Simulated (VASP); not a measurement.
**Ti: single point with LDA**

Ti:

```
Ti
1.0
    -1.58694    1.58694    1.58694
     1.58694   -1.58694    1.58694
     1.58694    1.58694   -1.58694
Ti
1
Direct
  0.00000 0.00000 0.00000
```

```json
{
 "Program": "VASP 6.6.1",
 "Task": "single point",
 "Functional": "LDA",
 "Potentials or basis": "VASP PAW LDA potentials, release 64 (Ti_sv)",
 "Cutoff": "520 eV",
 "k mesh": "12 × 12 × 12",
 "Occupations": "fermi-dirac, width 0.15 eV",
 "Spin": "no spin polarisation"
}
```

| Property | Result |
| --- | --- |
| Pressure | -0.2 GPa |
| Band gap on the k mesh | zero (band 6 reaches 9.76 eV, above the bottom of band 7 at 8.11 eV) |

Levels at points of the mesh, in eV from the Fermi level:
```
           k point  band 2  band 3  band 4  band 5  band 6  band 7  band 8  band 9  band 10  band 11
(0.00, 0.00, 0.00)  -31.79  -31.79  -31.79   -6.03    1.02    1.02    1.02    2.99     2.99    18.09
(0.50, 0.00, 0.00)  -32.69  -32.07  -31.79   -2.66   -0.52    1.53    2.99    3.38     4.74     9.75
(0.50, 0.50, 0.50)  -32.40  -32.40  -32.40   -2.40   -2.40    4.34    4.34    4.34     9.10     9.10
```

Run time: 16 s on 1 thread of Intel Xeon 8259CL, on a shared host, peak memory 0.12 GiB.
